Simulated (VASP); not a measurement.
Wanted: the native input for a VASP 6.6.1 run.

```
Task                   : single point
Functional             : PBE
Potentials or basis    : VASP PAW PBE potentials, release 64 (Cd, S)
Cutoff                 : 520 eV
k mesh                 : 7 × 7 × 5
Occupations            : gaussian, width 0.021 eV
Spin                   : no spin polarisation
Dipole correction      : no
Further INCAR settings : ALGO = Normal; EDIFF = 1e-07; NBANDS = 16
```

The structure of CdS lies in POSCAR:

```
CdS
1.0
    4.2611695877      0.0000000000      0.0000000000
   -2.1305847939      3.6902811128      0.0000000000
    0.0000000000      0.0000000000      5.8041729400
Cd S
1 1
Direct
    0.0000000000      0.0000000000      0.4426919200
    0.6666666667      0.3333333333      0.4343080800
```

The input as run:

INCAR

```
PREC = Accurate
ENCUT = 520
EDIFF = 1E-7
ISMEAR = 0
SIGMA = 0.020999999999999998
LREAL = F
LASPH = T
NELM = 100
ALGO = Normal
ISIF = 2
LWAVE = F
LCHARG = T
GGA = PE
LELF = T
LVHAR = T
NBANDS = 16
```

KPOINTS

```
Automatic mesh
0
Gamma
  7 7 5
```

Potentials or basis: VASP PAW PBE potentials, release 64 (Cd, S).

Run with:

```bash
$ cat potpaw_PBE.64/Cd/POTCAR potpaw_PBE.64/S/POTCAR > POTCAR
$ mpirun -np 1 vasp_std > vasp.out
```

Results of the run:

The pressure is -0.1 GPa. The band gap on the k mesh is 1.47 eV.

Caveat: an odd mesh through Γ misses points on the zone boundary, where band edges can lie.

It took 72 s on 1 thread of Intel Xeon 8259CL (shared host), peak memory 0.23 GiB.
